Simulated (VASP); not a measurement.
# Si4HC4 in VASP: single point with PBEsol

Aim: the single point of Si4HC4 with PBEsol.

Program: VASP 6.6.1. These are calculated values, not measurements. Logs are shortened: lines on timing, memory, paths and dates and some standing lists are left out, and cuts for length are marked.

### Step 1. The cell of the first run

The cell holds a slab with vacuum, 9 atoms: a = 3.081 Å, b = 3.081 Å, c = 26.624 Å, α = 90.00°, β = 90.00°, γ = 90.00°.

### Step 2. Single point, PBEsol, collinear spin

INCAR

```
SYSTEM = Si4HC4
ALGO = Normal
DIPOL = 0.5 0.5 0.482
EDIFF = 1E-6
ENCUT = 520
GGA = PS
GGA_COMPAT = .False.
IDIPOL = 3
ISIF = 2
ISMEAR = 0
ISPIN = 2
LASPH = .True.
LCHARG = .False.
LDIPOL = .True.
LORBIT = 11
LREAL = .False.
LWAVE = .False.
MAGMOM = 0 0 0 0 0 0 0 0 1
NBANDS = 30
NELM = 200
NELMDL = -8
PREC = Accurate
SIGMA = 0.05
```

KPOINTS

```
k-points
0
Gamma
  9 9 1
  0 0 0
```

POSCAR

```
Si4HC4
1.0
    3.0806203182      0.0000000000      0.0000000000
    0.0000000000      3.0806203182      0.0000000000
    0.0000000000      0.0000000000     26.6241463104
C Si H
4 4 1
Direct
    0.0000000000      0.5000000000      0.3192590629
    0.5000000000      0.0000000000      0.4010768042
    0.0000000000      0.5000000000      0.4837235497
    0.5000000000      0.0000000000      0.5657216542
    0.5000000000      0.5000000000      0.3601679335
    0.0000000000      0.0000000000      0.4419856749
    0.5000000000      0.5000000000      0.5236740494
    0.0000000000      0.0000000000      0.6064145424
    0.0000000000      0.5000000000      0.6358846632
```

Potentials or basis: VASP PAW PBE potentials, release 64 (C, Si, H).

Command:

```sh
$ cat potpaw_PBE.64/C/POTCAR potpaw_PBE.64/Si/POTCAR potpaw_PBE.64/H/POTCAR > POTCAR
$ mpirun -np 1 vasp_std > vasp.out
```

OUTCAR:

```text
SYSTEM = Si4HC4
   EDIFF = 1E-6
   ENCUT = 520
   GGA = PS
   ISIF = 2
   ISMEAR = 0
   ISPIN = 2
   LASPH = .True.
   LORBIT = 11
   LREAL = .False.
   NELM = 200
   NELMDL = -8
   PREC = Accurate

 ion  position               nearest neighbor table
   1  0.000  0.500  0.319-   5 1.89   5 1.89
   2  0.500  0.000  0.401-   5 1.89   6 1.89   5 1.89   6 1.89
   3  0.000  0.500  0.484-   7 1.87   7 1.87   6 1.90   6 1.90
   4  0.500  0.000  0.566-   8 1.88   8 1.88   7 1.90   7 1.90
   5  0.500  0.500  0.360-   1 1.89   1 1.89   2 1.89   2 1.89   6 3.08   6 3.08   6 3.08   6 3.08

   6  0.000  0.000  0.442-   2 1.89   2 1.89   3 1.90   3 1.90   7 3.08   7 3.08   7 3.08   7 3.08
                             5 3.08   5 3.08   5 3.08   5 3.08
   7  0.500  0.500  0.524-   3 1.87   3 1.87   4 1.90   4 1.90   6 3.08   6 3.08   6 3.08   6 3.08
                             8 3.10   8 3.10   8 3.10   8 3.10
   8  0.000  0.000  0.606-   9 1.73   9 1.73   4 1.88   4 1.88   7 3.10   7 3.10   7 3.10   7 3.10

   9  0.000  0.500  0.636-   8 1.73   8 1.73

  LATTYP: Found a simple tetragonal cell.
 ALAT       =     3.0806203182
 C/A-ratio  =     8.6424627381

  Lattice vectors:

 A1 = (   3.0806203182,   0.0000000000,   0.0000000000)
 A2 = (   0.0000000000,   3.0806203182,   0.0000000000)
 A3 = (   0.0000000000,   0.0000000000,  26.6241463104)

Analysis of symmetry for initial positions (statically):
=====================================================================
 Subroutine PRICEL returns:
 Original cell was already a primitive cell.

 Routine SETGRP: Setting up the symmetry group for a
 simple tetragonal supercell.

 Subroutine GETGRP returns: Found  4 space group operations
 (whereof  4 operations were pure point group operations)
 out of a pool of 16 trial point group operations.

The static configuration has the point symmetry C_2v.

Analysis of symmetry for dynamics (positions and initial velocities):
=====================================================================
 Subroutine PRICEL returns:
 Original cell was already a primitive cell.

 Routine SETGRP: Setting up the symmetry group for a
 simple tetragonal supercell.

 Subroutine GETGRP returns: Found  4 space group operations
 (whereof  4 operations were pure point group operations)
 out of a pool of 16 trial point group operations.

The dynamic configuration has the point symmetry C_2v.

Analysis of structural, dynamic, and magnetic symmetry:
=====================================================================
 Subroutine PRICEL returns:
 Original cell was already a primitive cell.

 Routine SETGRP: Setting up the symmetry group for a
 simple tetragonal supercell.

 Subroutine GETGRP returns: Found  4 space group operations
 (whereof  4 operations were pure point group operations)
 out of a pool of 16 trial point group operations.

The overall configuration has the point symmetry C_2v.

 Subroutine INISYM returns: Found  4 space group operations
 (whereof  4 operations are pure point group operations),
 and found     1 'primitive' translations

----------------------------------------------------------------------------------------

                                     Primitive cell

  volume of cell :     252.6690

  direct lattice vectors                    reciprocal lattice vectors
     3.080620318  0.000000000  0.000000000     0.324609948  0.000000000  0.000000000
     0.000000000  3.080620318  0.000000000     0.000000000  0.324609948  0.000000000
     0.000000000  0.000000000 26.624146310     0.000000000  0.000000000  0.037559890

  length of vectors
     3.080620318  3.080620318 26.624146310     0.324609948  0.324609948  0.037559890

  position of ions in fractional coordinates (direct lattice)
     0.000000000  0.500000000  0.319259063
     0.500000000  0.000000000  0.401076804
     0.000000000  0.500000000  0.483723550
     0.500000000  0.000000000  0.565721654
     0.500000000  0.500000000  0.360167934
     0.000000000  0.000000000  0.441985675
     0.500000000  0.500000000  0.523674049
     0.000000000  0.000000000  0.606414542
     0.000000000  0.500000000  0.635884663

[... 78 lines left out ...]
   LSORBIT =      F    spin-orbit coupling
   LASPH  =      T    aspherical Exc in radial PAW
   ENCUT  =  520.0 eV  38.22 Ry    6.18 a.u.   5.73  5.73 49.50*2*pi/ulx,y,z
   NELM   =    200;   NELMIN=  2; NELMDL= -8     # of ELM steps
   EDIFF  = 0.1E-05   stopping-criterion for ELM
   LREAL  =      F    real-space projection
   EDIFFG = 0.1E-04   stopping-criterion for IOM
   NSW    =      0    number of steps for IOM
   IBRION =     -1    ionic relax: 0-MD 1-quasi-New 2-CG
   NFREE  =      0    steps in history (QN), initial steepest desc. (CG)
   ISIF   =      2    stress and relaxation
   ISYM   =      2    0-nonsym 1-usesym 2-fastsym
   POTIM  = 0.5000    time-step for ionic-motion
   TEBEG  =    0.0;   TEEND  =   0.0 temperature during run
   PSTRESS=    0.0 pullay stress
   NELECT =      33.0000    total number of electrons
   NUPDOWN=      -1.0000    fix difference up-down
   EMIN   =  10.00;   EMAX   =-10.00  energy-range for DOS
   EFERMI =   0.00;   METHOD = LEGACY
   ISMEAR =     0;   SIGMA  =   0.05  broadening in eV -4-tet -1-fermi 0-gaus
   EFERMI_NEDOS =   21; number of points for ismear=-14 and -15
   IALGO  =     38    algorithm
   IMIX   =      4    mixing-type and parameters
     AMIX     =   0.40;   BMIX     =  1.00
     AMIX_MAG =   1.60;   BMIX_MAG =  1.00
  volume/ion in A,a.u.               =      28.07       189.45
  Fermi-wavevector in a.u.,A,eV,Ry     =   0.830607  1.569619  9.386763  0.689908
  Thomas-Fermi vector in A             =   1.943353
   LORBIT       =     11    0 simple, 1 ext, 2 COOP (PROOUT), +10 PAW based schemes
   GGA     = PS    functional components
   LHFCALC =     F    Hartree Fock is set to
   AEXX    =    0.0000 exact exchange contribution
   IVDW    =     0    specifies the selected vdW correction
   LEPSILON=     F    determine dielectric tensor
   LRPA    =     F    only Hartree local field effects (RPA)
 spin polarized calculation
 Gauss-broadening in eV      SIGMA  =   0.05
  energy-cutoff  :      520.00
  volume of cell :      252.67
 maximum number of plane-waves:      6838
   NGX = 11   NGY = 11   NGZ = 99

 dipolmoment           0.000000      0.000000      0.006872 electrons x Angstroem

 number of electron      32.9999998 magnetization       0.0000119

 number of electron      32.9999998 magnetization      -0.0000075

 dipolmoment           0.000000      0.000000     -0.192796 electrons x Angstroem

 Free energy of the ion-electron system (eV)
  ---------------------------------------------------
  ext. energy  EPLUGINS =         0.00000000
  ---------------------------------------------------
  free energy    TOTEN  =       -61.19681778 eV

  energy without entropy =      -61.19398004  energy(sigma->0) =      -61.19539891

 E-fermi :  -0.6520     XC(G=0):  -4.6277

 val. band max:       -0.6855479002   @ k =   0.1111   0.1111   0.0000
 cond. band min:      -0.6371156477   @ k =   0.2222   0.1111   0.0000
 fundamental gap:      0.0484322525
 Fermi energy:        -0.6519850652

 spin component 1

 k-point     1 :       0.0000    0.0000    0.0000
  band No.  band energies     occupation
      1     -16.9159      1.00000
      2     -15.6804      1.00000
      3     -14.0894      1.00000
      4     -11.5357      1.00000
      5     -10.0843      1.00000
      6      -7.1530      1.00000
[... 733 lines left out ...]
     27       6.7367      0.00000
     28       7.7442      0.00000

 [... further k-points ...]

 spin component 2

 k-point     1 :       0.0000    0.0000    0.0000
  band No.  band energies     occupation
      1     -16.9159      1.00000
      2     -15.6804      1.00000
      3     -14.0894      1.00000
      4     -11.5357      1.00000
      5     -10.0843      1.00000
      6      -7.1530      1.00000
[... 733 lines left out ...]
     27       6.7376      0.00000
     28       7.7514      0.00000

 [... further k-points ...]

 [bands above 28 left out]

------------------------ aborting loop because EDIFF is reached ----------------------------------------

 vacuum level on the upper side and lower side of the slab       (xc-potential included)        -1.801         1.801

  FORCE on cell =-STRESS in cart. coord.  units (eV):
  Direction    XX          YY          ZZ          XY          YZ          ZX
  --------------------------------------------------------------------------------------
  -------------------------------------------------------------------------------------
  Total        0.4921784     -1.9850166     -2.4959118      0.0000000      0.0000000      0.0000000
  in kB        3.1209091    -12.5870129    -15.8266053      0.0000000      0.0000000      0.0000000
  external PRESSURE =      -8.4309030 kB  Pullay stress =       0.0000000 kB

 VOLUME and BASIS-vectors are now :
 -----------------------------------------------------------------------------
  energy-cutoff  :      520.00
  volume of cell :      252.67
      direct lattice vectors                 reciprocal lattice vectors
     3.080620318  0.000000000  0.000000000     0.324609948  0.000000000  0.000000000
     0.000000000  3.080620318  0.000000000     0.000000000  0.324609948  0.000000000
     0.000000000  0.000000000 26.624146310     0.000000000  0.000000000  0.037559890

 POSITION                                       TOTAL-FORCE (eV/Angst)
 -----------------------------------------------------------------------------------
      0.00000      1.54031      8.50000         0.000000      0.000000      2.046315
      1.54031      0.00000     10.67833         0.000000      0.000000      0.754806
      0.00000      1.54031     12.87873         0.000000      0.000000      0.118650
      1.54031      0.00000     15.06186         0.000000      0.000000      0.054668
      1.54031      1.54031      9.58916         0.000000      0.000000     -2.221009
      0.00000      0.00000     11.76749         0.000000      0.000000     -0.689921
      1.54031      1.54031     13.94237         0.000000      0.000000     -0.066990
      0.00000      0.00000     16.14527         0.000000      0.000000     -0.015759
      0.00000      1.54031     16.92989         0.000000      0.000000      0.019239
 -----------------------------------------------------------------------------------
    total drift:                                0.000000      0.000000      0.000024

  FREE ENERGIE OF THE ION-ELECTRON SYSTEM (eV)
  ---------------------------------------------------
  free  energy   TOTEN  =       -61.1968177756 eV

  energy  without entropy=      -61.1939800391  energy(sigma->0) =      -61.19539891

 vacuum level on the upper side and lower side of the slab         3.083         6.784

 total charge

# of ion       s       p       d       tot
------------------------------------------
    1        0.916   1.305   0.000   2.221
    2        0.841   1.676   0.000   2.517
    3        0.836   1.695   0.000   2.531
    4        0.839   1.671   0.000   2.510
    5        0.711   0.975   0.000   1.686
    6        0.711   0.961   0.000   1.672
    7        0.710   0.963   0.000   1.673
    8        0.776   0.887   0.000   1.663
    9        0.514   0.019   0.000   0.533
--------------------------------------------------
tot          6.853  10.152   0.000  17.005

 magnetization (x)

# of ion       s       p       d       tot
------------------------------------------
    1       -0.000  -0.000   0.000  -0.000
    2        0.000  -0.000   0.000  -0.000
    3        0.000   0.000   0.000   0.000
    4        0.000   0.000   0.000   0.000
    5       -0.000  -0.000   0.000  -0.000
    6        0.000  -0.000   0.000  -0.000
    7       -0.000  -0.000   0.000  -0.000
    8       -0.000  -0.000   0.000  -0.000
    9        0.000  -0.000   0.000   0.000
--------------------------------------------------
tot         -0.000  -0.000   0.000  -0.000
```

It took 8.1 min on 1 thread of Intel Xeon 6975P-C (Granite Rapids), shared host; peak memory 0.6 GiB.

Results:

| Quantity | Value |
| --- | --- |
| Free energy | -61.1968 eV |
| Largest force | 2.221 eV/Å |
| Net moment | 0.00 μB per cell |
| Valence electrons inside the program's atomic spheres | C 2.22, 2.52, 2.53, 2.51; Si 1.69, 1.67, 1.66 (each value once); H 0.53 |

Forces on the atoms (eV/Å):
```
C    0.000  0.000  2.046
C    0.000  0.000  0.755
C    0.000  0.000  0.119
C    0.000  0.000  0.055
Si   0.000  0.000 -2.221
Si   0.000  0.000 -0.690
Si   0.000  0.000 -0.067
Si   0.000  0.000 -0.016
H    0.000  0.000  0.019
```

Levels at points of the mesh, in eV from the Fermi level:
Spin up:
```csv
k point,band 12,band 13,band 14,band 15,band 16,band 17,band 18,band 19,band 20,band 21
"(0.00, 0.00, 0.00)",-2.34,-2.06,-1.79,-0.33,-0.32,0.48,1.74,1.82,3.14,3.57
```
Spin down:
```csv
k point,band 14,band 15,band 16,band 17,band 18,band 19
"(0.00, 0.00, 0.00)",-1.79,-0.33,-0.32,0.48,1.74,1.82
```

Caveat: the PAW data sets were made with another functional, which shifts forces and pressure a little.
